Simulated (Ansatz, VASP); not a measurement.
# Sn in VASP and in Ansatz

```
Sn
1.0
    -1.72654    1.77554    2.33834
     1.72654   -1.77554    2.33834
     1.72654    1.77554   -2.33834
Sn
1
Cartesian
  0.0000 0.0000 0.0000
```

Alike in both runs: task single point; functional PBEsol; k mesh 11 × 11 × 11; occupations fermi-dirac, width 0.05 eV; no spin polarisation.

```csv
,VASP,Ansatz
version,VASP 6.6.1,Ansatz 0.2.0
potentials or method,"VASP PAW PBE potentials, release 64 (Sn_d)","plane waves, PAW"
plane-wave cutoff (eV),500,420
valence electrons in the cell,14,14
```

|  | VASP | Ansatz | Ansatz less VASP |
| --- | --- | --- | --- |
| pressure (GPa) | -3.6 | -3.6 | +0.03 |
| traceless stress, the component that is largest in VASP (GPa) | -1.00 | -1.00 | -0.003 |

VASP's potentials were made for PBE, not for PBEsol.
